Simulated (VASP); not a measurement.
AlAu4, 5 atoms in the cell. The typed cell holds 5 atoms: a = 2.858 Å, b = 2.830 Å, c = 10.648 Å, α = 92.80°, β = 95.54°, γ = 69.62°.  This cell differs from its parent crystal: atoms moved at random and the cell strained at random.

| Item | Value |
| --- | --- |
| Program | VASP 6.6.1 |
| Task | single point |
| Functional | PBEsol |
| Potentials or basis | VASP PAW PBE potentials, release 64 (Al, Au) |
| Cutoff | 520 eV |
| k mesh | 12 × 12 × 4 |
| Occupations | gaussian, width 0.1 eV |
| Spin | no spin polarisation |
| Dipole correction | no |
| Further INCAR settings | ALGO = Fast; EDIFF = 1e-06; NBANDS = 32 |

Potentials or basis: VASP PAW PBE potentials, release 64 (Al, Au).

The run is started by

```sh
$ cat potpaw_PBE.64/Al/POTCAR potpaw_PBE.64/Au/POTCAR > POTCAR
$ mpirun -np 1 vasp_std > vasp.out
```

Hardware: 1 thread of Intel(R) Xeon(R) Platinum 8488C (Sapphire Rapids), with other jobs on the host.

Estimate the wall time of this run.

Wall time 7 min on 1 thread of Intel(R) Xeon(R) Platinum 8488C (Sapphire Rapids), with other jobs on the host, peak memory 0.65 GiB. Counts: scf iterations 14, k points 292.
